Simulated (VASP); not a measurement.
## CdIn2O4: single point with PBE

Crystal: CdIn2O4.

```
Cd In O
1.0
     0.00000    4.60036    4.60036
     4.60036    0.00000    4.60036
     4.60036    4.60036    0.00000
Cd In O
2 4 8
Direct
  0.00000 0.00000 0.00000
  0.25000 0.25000 0.25000
  0.62500 0.62500 0.62500
  0.12500 0.62500 0.62500
  0.62500 0.62500 0.12500
  0.62500 0.12500 0.62500
  0.86188 0.86188 0.86188
  0.83563 0.38812 0.38812
  0.86188 0.86188 0.41437
  0.38812 0.83563 0.38812
  0.41437 0.86188 0.86188
  0.38812 0.38812 0.38812
  0.86188 0.41437 0.86188
  0.38812 0.38812 0.83563
```

```yaml
Program: VASP 6.6.1
Task: single point
Functional: PBE
Potentials_or_basis: VASP PAW PBE potentials, release 64 (Cd, In_d, O)
Cutoff: 600 eV
k_mesh: 6 × 6 × 6
Occupations: fermi-dirac, width 0.02 eV
Spin: non-collinear spin, zero start, spin-orbit coupling
```

```
Pressure                                              : 6.0 GPa
Largest force                                         : 0.159 eV/Å
Net moment                                            : 0.00 μB per cell
Valence electrons inside the program's atomic spheres : Cd 10.26; In 11.38; O 4.99
```

Forces in eV/Å, atoms in the order of the input:
```
Cd   0.000  0.000  0.000
Cd   0.000  0.000  0.000
In   0.000  0.000  0.000
In   0.000  0.000  0.000
In   0.000  0.000  0.000
In   0.000  0.000  0.000
O    0.092  0.092  0.092
O   -0.092  0.092  0.092
O   -0.092 -0.092  0.092
O    0.092 -0.092  0.092
O    0.092 -0.092 -0.092
O   -0.092 -0.092 -0.092
O   -0.092  0.092 -0.092
O    0.092  0.092 -0.092
```

Moments on the atoms (μB; x, y, z):
```
Cd  0.00 0.00 0.00
Cd  0.00 0.00 0.00
In  0.00 0.00 0.00
In  0.00 0.00 0.00
In  0.00 0.00 0.00
In  0.00 0.00 0.00
O   0.00 0.00 0.00
O   0.00 0.00 0.00
O   0.00 0.00 0.00
O   0.00 0.00 0.00
O   0.00 0.00 0.00
O   0.00 0.00 0.00
O   0.00 0.00 0.00
O   0.00 0.00 0.00
```

Wall time 16 min on 4 MPI ranks on Intel(R) Xeon(R) Platinum 8488C (Sapphire Rapids), with other jobs on the host, peak memory 1.6 GiB a rank.

Caveat: the cell stands under pressure.
